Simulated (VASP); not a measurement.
# SiC (R3m) in VASP: a series of runs

The runs below take SiC through single point, with PBE.

Program: VASP 6.6.1. These are calculated values, not measurements. Logs are shortened: lines on timing, memory, paths and dates and some standing lists are left out, and cuts for length are marked.

**1. The cell of the first run**

It takes space group R3m (No. 160, trigonal). The conventional cell has a = 3.150 Å, b = 3.150 Å, c = 7.175 Å, α = 90.00°, β = 90.00°, γ = 120.00°. Si (site symmetry 3m) has 4 C at 1.79 to 1.91 Å within 2.4 Å. C (site symmetry 3m) has 4 Si at 1.79 to 1.91 Å within 2.4 Å.

**2. Single point, PBE**

The input, INCAR:

```
SYSTEM = SiC
ALGO = Normal ; EDIFF = 1E-6
ENCUT = 520 ; GGA = PE
ISIF = 2 ; ISMEAR = 0
LASPH = .True. ; LCHARG = .False.
LREAL = .False. ; LWAVE = .False.
NBANDS = 11 ; NELM = 100
PREC = Accurate ; SIGMA = 0.05
```

The input, KPOINTS:

```
k-points
0
Gamma
  12 12 12
  0 0 0
```

The input, POSCAR:

```
SiC
1.0
   -0.1039374373      2.1232933617      2.1232933617
    2.1232933617     -0.1039374373      2.1232933617
    2.1232933617      2.1232933617     -0.1039374373
Si C
1 1
Direct
    0.0000000000      0.0000000000      0.0000000000
    0.7500000000      0.7500000000      0.7500000000
```

Potentials or basis: VASP PAW PBE potentials, release 64 (Si, C).

Started as:

```bash
> cat potpaw_PBE.64/Si/POTCAR potpaw_PBE.64/C/POTCAR > POTCAR
> mpirun -np 1 vasp_std > vasp.out
```

OUTCAR:

```text
SYSTEM = SiC
   EDIFF = 1E-6
   ENCUT = 520
   GGA = PE
   ISIF = 2
   ISMEAR = 0
   LASPH = .True.
   LREAL = .False.
   NELM = 100
   PREC = Accurate

 ion  position               nearest neighbor table
   1  0.000  0.000  0.000-   2 1.79   2 1.91   2 1.91   2 1.91
   2  0.750  0.750  0.750-   1 1.79   1 1.91   1 1.91   1 1.91

  LATTYP: Found a trigonal (rhomboedric) cell.
 ALAT       =     3.0045885560
 COS(alpha) =     0.4505091948

  Lattice vectors:

 A1 = (  -0.1039374373,   2.1232933617,   2.1232933617)
 A2 = (   2.1232933617,  -0.1039374373,   2.1232933617)
 A3 = (   2.1232933617,   2.1232933617,  -0.1039374373)

Analysis of symmetry for initial positions (statically):
=====================================================================
 Subroutine PRICEL returns:
 Original cell was already a primitive cell.

 Routine SETGRP: Setting up the symmetry group for a
 trigonal (rhombohedral) supercell.

 Subroutine GETGRP returns: Found  6 space group operations
 (whereof  6 operations were pure point group operations)
 out of a pool of 12 trial point group operations.

The static configuration has the point symmetry C_3v.

Analysis of symmetry for dynamics (positions and initial velocities):
=====================================================================
 Subroutine PRICEL returns:
 Original cell was already a primitive cell.

 Routine SETGRP: Setting up the symmetry group for a
 trigonal (rhombohedral) supercell.

 Subroutine GETGRP returns: Found  6 space group operations
 (whereof  6 operations were pure point group operations)
 out of a pool of 12 trial point group operations.

The dynamic configuration has the point symmetry C_3v.

 Subroutine INISYM returns: Found  6 space group operations
 (whereof  6 operations are pure point group operations),
 and found     1 'primitive' translations

----------------------------------------------------------------------------------------

                                     Primitive cell

  volume of cell :      20.5498

  direct lattice vectors                    reciprocal lattice vectors
    -0.103937437  2.123293362  2.123293362    -0.218861556  0.230126489  0.230126489
     2.123293362 -0.103937437  2.123293362     0.230126489 -0.218861556  0.230126489
     2.123293362  2.123293362 -0.103937437     0.230126489  0.230126489 -0.218861556

  length of vectors
     3.004588556  3.004588556  3.004588556     0.392194826  0.392194826  0.392194826

  position of ions in fractional coordinates (direct lattice)
     0.000000000  0.000000000  0.000000000
     0.750000000  0.750000000  0.750000000

  ion indices of the primitive-cell ions
   primitive index   ion index
                 1           1
                 2           2

----------------------------------------------------------------------------------------

 KPOINTS: k-points

Automatic generation of k-mesh.
 Grid dimensions read from file:
 generate k-points for:   12   12   12

 Generating k-lattice:

  Cartesian coordinates                     Fractional coordinates (reciprocal lattice)
    -0.018238463  0.019177207  0.019177207     0.083333333  0.000000000  0.000000000
     0.019177207 -0.018238463  0.019177207     0.000000000  0.083333333  0.000000000
     0.019177207  0.019177207 -0.018238463     0.000000000  0.000000000  0.083333333

  Length of vectors
     0.032682902  0.032682902  0.032682902

  Shift w.r.t. Gamma in fractional coordinates (k-lattice)
     0.000000000  0.000000000  0.000000000

 Subroutine IBZKPT returns following result:
 ===========================================

 Found    189 irreducible k-points:

 Following reciprocal coordinates:
            Coordinates               Weight
  0.000000  0.000000  0.000000      1.000000
  0.083333  0.000000  0.000000      6.000000
  0.166667  0.000000  0.000000      6.000000
  0.250000  0.000000 -0.000000      6.000000
  0.333333  0.000000  0.000000      6.000000
  0.416667  0.000000  0.000000      6.000000
[... 16 lines left out ...]
  0.500000  0.166667 -0.000000     12.000000
 -0.416667  0.166667  0.000000     12.000000
 [... further k-points ...]
   k-points           NKPTS =    189   k-points in BZ     NKDIM =    189   number of bands    NBANDS=     11
   number of dos      NEDOS =    301   number of ions     NIONS =      2
   total plane-waves  NPLWV =  13824
   dimension x,y,z NGX =    24 NGY =   24 NGZ =   24
   dimension x,y,z NGXF=    48 NGYF=   48 NGZF=   48
   ions per type =               1   1
   NGX,Y,Z   is equivalent  to a cutoff of  13.28, 13.28, 13.28 a.u.
   NGXF,Y,Z  is equivalent  to a cutoff of  26.56, 26.56, 26.56 a.u.
 SYSTEM =  SiC
   PREC   = accura    normal or accurate (medium, high low for compatibility)
   ISTART =      0    job   : 0-new  1-cont  2-samecut
   ICHARG =      2    charge: 1-file 2-atom 10-const
   ISPIN  =      1    spin polarized calculation?
   LNONCOLLINEAR =      F non collinear calculations
   LSORBIT =      F    spin-orbit coupling
   LASPH  =      T    aspherical Exc in radial PAW
   ENCUT  =  520.0 eV  38.22 Ry    6.18 a.u.   5.59  5.59  5.59*2*pi/ulx,y,z
   NELM   =    100;   NELMIN=  2; NELMDL= -5     # of ELM steps
   EDIFF  = 0.1E-05   stopping-criterion for ELM
   LREAL  =      F    real-space projection
   EDIFFG = 0.1E-04   stopping-criterion for IOM
   NSW    =      0    number of steps for IOM
   IBRION =     -1    ionic relax: 0-MD 1-quasi-New 2-CG
   NFREE  =      0    steps in history (QN), initial steepest desc. (CG)
   ISIF   =      2    stress and relaxation
   ISYM   =      2    0-nonsym 1-usesym 2-fastsym
   POTIM  = 0.5000    time-step for ionic-motion
   TEBEG  =    0.0;   TEEND  =   0.0 temperature during run
   PSTRESS=    0.0 pullay stress
   NELECT =       8.0000    total number of electrons
   NUPDOWN=      -1.0000    fix difference up-down
   EMIN   =  10.00;   EMAX   =-10.00  energy-range for DOS
   EFERMI =   0.00;   METHOD = LEGACY
   ISMEAR =     0;   SIGMA  =   0.05  broadening in eV -4-tet -1-fermi 0-gaus
   EFERMI_NEDOS =   21; number of points for ismear=-14 and -15
   IALGO  =     38    algorithm
   IMIX   =      4    mixing-type and parameters
     AMIX     =   0.40;   BMIX     =  1.00
     AMIX_MAG =   1.60;   BMIX_MAG =  1.00
  volume/ion in A,a.u.               =      10.27        69.34
  Fermi-wavevector in a.u.,A,eV,Ry     =   1.195369  2.258920 19.441458  1.428907
  Thomas-Fermi vector in A             =   2.331336
   LORBIT       =      0    0 simple, 1 ext, 2 COOP (PROOUT), +10 PAW based schemes
   GGA     = PE    functional components
   LHFCALC =     F    Hartree Fock is set to
   AEXX    =    0.0000 exact exchange contribution
   IVDW    =     0    specifies the selected vdW correction
   LEPSILON=     F    determine dielectric tensor
   LRPA    =     F    only Hartree local field effects (RPA)
 non-spin polarized calculation
 Gauss-broadening in eV      SIGMA  =   0.05
  energy-cutoff  :      520.00
  volume of cell :       20.55
 maximum number of plane-waves:       570
   NGX = 11   NGY = 11   NGZ = 11

 number of electron       8.0000001 magnetization

 Free energy of the ion-electron system (eV)
  ---------------------------------------------------
  ext. energy  EPLUGINS =         0.00000000
  ---------------------------------------------------
  free energy    TOTEN  =       -14.92343444 eV

  energy without entropy =      -14.92343444  energy(sigma->0) =      -14.92343444

 E-fermi :   8.6581     XC(G=0): -11.3846

 val. band max:        8.3982139912   @ k =   0.0000   0.0000   0.0000
 cond. band min:       9.4439788054   @ k =   0.5000   0.5000   0.0000
 fundamental gap:      1.0457648142
 Fermi energy:         8.6580611910

 k-point     1 :       0.0000    0.0000    0.0000
  band No.  band energies     occupation
      1      -7.2873      2.00000
      2       8.0591      2.00000
      3       8.0591      2.00000
      4       8.3982      2.00000
      5      13.8744      0.00000
      6      15.0055      0.00000
      7      15.0055      0.00000
      8      17.3787      0.00000
      9      22.7887      0.00000
     10      22.7887      0.00000
     11      24.7742      0.00000

 k-point     2 :       0.0833    0.0000    0.0000
  band No.  band energies     occupation
      1      -7.1558      2.00000
      2       7.3099      2.00000
      3       7.9859      2.00000
      4       8.2836      2.00000
      5      14.2254      0.00000
      6      15.1730      0.00000
      7      15.2309      0.00000
      8      17.4358      0.00000
      9      21.9479      0.00000
     10      22.2644      0.00000
     11      24.7672      0.00000

 k-point     3 :       0.1667    0.0000    0.0000
  band No.  band energies     occupation
      1      -6.7653      2.00000
      2       5.6262      2.00000
      3       7.8049      2.00000
      4       8.0452      2.00000
      5      14.4431      0.00000
      6      15.5272      0.00000
      7      15.9778      0.00000
      8      17.6390      0.00000
      9      21.0065      0.00000
     10      21.7632      0.00000
     11      24.0750      0.00000

 k-point     4 :       0.2500    0.0000   -0.0000
  band No.  band energies     occupation
      1      -6.1313      2.00000
      2       3.7000      2.00000
      3       7.5937      2.00000
      4       7.7669      2.00000
      5      14.3168      0.00000
      6      15.6956      0.00000
      7      16.5741      0.00000
      8      17.9186      0.00000
      9      20.9106      0.00000
     10      22.0920      0.00000
     11      23.6502      0.00000
[... 239 lines left out ...]
 k-point    22 :       0.4167    0.1667   -0.0000
  band No.  band energies     occupation
      1      -4.4993      2.00000
      2       1.5105      2.00000
      3       5.9616      2.00000
      4       6.6359      2.00000
      5      13.2911      0.00000
      6      15.9932      0.00000
      7      17.1842      0.00000
      8      17.9573      0.00000
      9      21.6637      0.00000
     10      25.4688      0.00000
     11      26.6264      0.00000

 k-point    23 :       0.5000    0.1667   -0.0000
  band No.  band energies     occupation
      1      -3.6842      2.00000
      2       0.2646      2.00000
      3       5.4979      2.00000
      4       6.6988      2.00000
      5      13.3807      0.00000
      6      16.0406      0.00000
      7      17.5282      0.00000
      8      18.3499      0.00000
      9      22.0285      0.00000
     10      25.6494      0.00000
     11      26.7076      0.00000

 k-point    24 :      -0.4167    0.1667    0.0000
  band No.  band energies     occupation
      1      -3.5733      2.00000
      2       0.1186      2.00000
      3       5.1449      2.00000
      4       6.9078      2.00000
      5      13.6811      0.00000
      6      15.9529      0.00000
      7      17.3488      0.00000
      8      19.1597      0.00000
      9      22.3425      0.00000
     10      24.2640      0.00000
     11      26.4370      0.00000

 [... further k-points ...]
[... 5 lines left out ...]
  --------------------------------------------------------------------------------------
  -------------------------------------------------------------------------------------
  Total        0.8339725      0.8339725      0.8339725      1.8372706      1.8372706      1.8372706
  in kB       65.0210049     65.0210049     65.0210049    143.2435580    143.2435580    143.2435580
  external PRESSURE =      65.0210049 kB  Pullay stress =       0.0000000 kB

 VOLUME and BASIS-vectors are now :
 -----------------------------------------------------------------------------
  energy-cutoff  :      520.00
  volume of cell :       20.55
      direct lattice vectors                 reciprocal lattice vectors
    -0.103937437  2.123293362  2.123293362    -0.218861556  0.230126489  0.230126489
     2.123293362 -0.103937437  2.123293362     0.230126489 -0.218861556  0.230126489
     2.123293362  2.123293362 -0.103937437     0.230126489  0.230126489 -0.218861556

 POSITION                                       TOTAL-FORCE (eV/Angst)
 -----------------------------------------------------------------------------------
      0.00000      0.00000      0.00000         0.592465      0.592465      0.592465
      3.10699      3.10699      3.10699        -0.592465     -0.592465     -0.592465
 -----------------------------------------------------------------------------------
    total drift:                               -0.000004     -0.000004     -0.000004

  FREE ENERGIE OF THE ION-ELECTRON SYSTEM (eV)
  ---------------------------------------------------
  free  energy   TOTEN  =       -14.9234344367 eV

  energy  without entropy=      -14.9234344367  energy(sigma->0) =      -14.92343444
```

Run time: 19 s. Hardware: 1 thread of Intel Xeon Platinum 8488C (Sapphire Rapids), shared host; peak memory 0.16 GiB.

What came out:

```yaml
Free_energy: -14.9234 eV
Pressure: 6.5 GPa
Largest_force: 1.026 eV/Å
Band_gap_on_the_k_mesh: 1.05 eV, indirect (least direct gap 4.03 eV)
```

Forces on the atoms (eV/Å):
```
Si   0.592  0.592  0.592
C   -0.592 -0.592 -0.592
```

Caveat: forces of over 1 eV/Å act on the atoms, so gaps and moduli don't describe the material at rest. A k mesh can miss the band edges.

**3. Single point, PBE**

This run uses another cell than the first one, of the same volume but with other edges.

The input, INCAR:

```
SYSTEM = SiC
PREC = Accurate
ENCUT = 520
EDIFF = 1E-7
ISMEAR = 0
SIGMA = 0.05
LREAL = .FALSE.
LASPH = .TRUE.
NELM = 80
ALGO = Normal
ISIF = 2
LWAVE = .FALSE.
LCHARG = .TRUE.
GGA = PE
LELF = .TRUE.
LVHAR = .TRUE.
NBANDS = 11
```

The input, KPOINTS:

```
Automatic mesh
0
G
  12 12 12
  0 0 0
```

The input, POSCAR:

```
SiC
1.0
    0.1130100367      2.2319482243      2.2319482243
    2.2319482243      0.1130100367      2.2319482243
    2.2319482243      2.2319482243      0.1130100367
Si C
1 1
Direct
    0.0000000000      0.0000000000      0.0000000000
    0.7500000000      0.7500000000      0.7500000000
```

Potentials or basis: VASP PAW PBE potentials, release 64 (Si, C).

Started as:

```bash
> cat potpaw_PBE.64/Si/POTCAR potpaw_PBE.64/C/POTCAR > POTCAR
> mpirun -np 1 vasp_std > vasp.out
```

It took 24 s on 1 thread of Intel Xeon Platinum 8488C (Sapphire Rapids), shared host; peak memory 0.16 GiB.

The run converged. Its results:

```yaml
Free_energy: -14.9178 eV
Pressure: 6.5 GPa
Largest_force: 0.502 eV/Å
Band_gap_on_the_k_mesh: 1.09 eV, indirect (least direct gap 4.06 eV)
```

Forces on the atoms (eV/Å):
```
Si  -0.290 -0.290 -0.290
C    0.290  0.290  0.290
```

Stress tensor (GPa, compression positive):
```
  6.54 -13.56 -13.56
-13.56   6.54 -13.56
-13.56 -13.56   6.54
```

Levels at points of the mesh, in eV from the valence-band top:
| k point | band 1 | band 2 | band 3 | band 4 | band 5 | band 6 | band 7 | band 8 | band 9 |
| --- | --- | --- | --- | --- | --- | --- | --- | --- | --- |
| (0.00, 0.00, 0.00) | -15.65 | -0.54 | 0.00 | 0.00 | 4.68 | 7.57 | 7.81 | 7.81 | 14.44 |
| (0.50, 0.00, 0.00) | -11.85 | -8.70 | -1.40 | -1.30 | 4.78 | 6.48 | 7.46 | 9.83 | 15.43 |
| (0.50, 0.50, 0.00) | -10.61 | -7.98 | -3.71 | -2.97 | 1.09 | 4.32 | 13.36 | 13.76 | 15.26 |
| (0.50, 0.50, 0.50) | -12.65 | -8.85 | -0.78 | -0.78 | 6.46 | 7.74 | 7.74 | 10.18 | 15.89 |
